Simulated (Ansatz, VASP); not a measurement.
# Two plane-wave programs on Na3H

```
Na H
1.0
     4.71990    0.00000    0.00000
     0.00000    4.71990    0.00000
     0.00000    0.00000    4.71990
Na H
3 1
Direct
  0.00000 0.50000 0.50000
  0.50000 0.00000 0.50000
  0.50000 0.50000 0.00000
  0.00000 0.00000 0.00000
```

Alike in both runs: functional PBE; k mesh 10 × 10 × 10; occupations gaussian, width 0.1 eV; no spin polarisation.

Ansatz relaxed the structure, and its values are those at the end. VASP's run is a single point on that final structure, the one shown.

|  | VASP | Ansatz |
| --- | --- | --- |
| version | VASP 6.6.1 | Ansatz 0.2.0 |
| potentials or method | VASP PAW PBE potentials, release 64 (Na_pv, H), cutoff 520 eV | scalar-relativistic, plane waves, PAW |
| valence electrons in the cell | 22 | 28 |

|  | VASP | Ansatz | Ansatz less VASP |
| --- | --- | --- | --- |
| gap on the k mesh at the Fermi level (eV) | none | none | - |
| pressure (GPa) | 0.0 | 0.0 | +0.02 |

A gap of «none» marks a metal or a gap that the smearing closes. VASP's potentials hold 22 valence electrons a cell and Ansatz's 28, so a difference there can come from the potentials and not from the codes.
